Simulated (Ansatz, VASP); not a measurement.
# AlN in VASP and in Ansatz

Contents of POSCAR:

```
AlN
1.0
    3.0332270978      0.0000000000      0.0000000000
   -1.5166135489      2.6268517221      0.0000000000
    0.0000000000      0.0000000000      4.7291000000
Al N
2 2
Direct
    0.3333333333      0.6666666667      0.0000000000
    0.6666666667      0.3333333333      0.5000000000
    0.3333333333      0.6666666667      0.3850000000
    0.6666666667      0.3333333333      0.8850000000
```

File INCAR.step1:

```
PREC = Accurate
ENCUT = 520
ISMEAR = 0
SIGMA = 0.05
LREAL = F
LASPH = T
NELM = 60
NBANDS = 16
GGA = PE
ALGO = Normal
EDIFF = 1E-4
LWAVE = T
LCHARG = F
```

INCAR.step2

```
PREC = Accurate
ENCUT = 520
EDIFF = 1E-6
ISMEAR = 0
SIGMA = 0.05
LREAL = F
LASPH = T
NELM = 60
ALGO = Normal
ISIF = 2
LWAVE = F
LCHARG = F
METAGGA = R2SCAN
LMIXTAU = T
NBANDS = 16
ISTART = 1
```

The input KPOINTS:

```
Automatic mesh
0
Gamma
  12 12 6
```

Input for Ansatz:

```yaml
crystal:
  lattice:
    - [3.0332270978, 0.0, 0.0]
    - [-1.5166135489, 2.6268517221, 0.0]
    - [0.0, 0.0, 4.7291]
  atoms:
    - { symbol: Al, position: [0.3333333333, 0.6666666667, 0.0] }
    - { symbol: Al, position: [0.6666666667, 0.3333333333, 0.5] }
    - { symbol: "N", position: [0.3333333333, 0.6666666667, 0.385] }
    - { symbol: "N", position: [0.6666666667, 0.3333333333, 0.885] }
basis:
  ecutwfc: 500
kpoints:
  mp_grid: { grid: [12, 12, 6] }
hamiltonian:
  xc: r2scan
scf:
  occupations: { method: gaussian, width: 0.05 }
output:
  forces: true
  stress: true
  eigenvalues: true
```

Change from the starting cell: strain -0.025 along x and y, -0.050 along z, atoms carried along.

Alike in both runs: task single point; functional r2SCAN; k mesh 12 × 12 × 6; occupations gaussian, width 0.05 eV; no spin polarisation.

|  | VASP | Ansatz |
| --- | --- | --- |
| version | VASP 6.6.1 | Ansatz 0.2.0 |
| potentials or method | VASP PAW PBE potentials, release 64 (Al, N), cutoff 520 eV | scalar-relativistic, plane waves, PAW |
| valence electrons in the cell | 16 | 16 |

|  | VASP | Ansatz | Ansatz less VASP |
| --- | --- | --- | --- |
| gap on the k mesh at the Fermi level (eV) | 5.72 | 5.67 | -0.046 |
| least direct gap on the mesh (eV) | 5.72 | 5.67 | -0.046 |
| pressure (GPa) | 24.6 | 24.9 | +0.25 |
| traceless stress, the component that is largest in VASP (GPa) | 6.27 | 6.17 | -0.100 |
| rms of the force components (eV/Å) | 0.179 | 0.175 | -0.0040 |

VASP's potentials were made for PBE, not for r2SCAN. Atom by atom the forces differ by 0.004 eV/Å (rms over components). With one functional, cell and mesh, what is left measures potentials, basis and numerics.
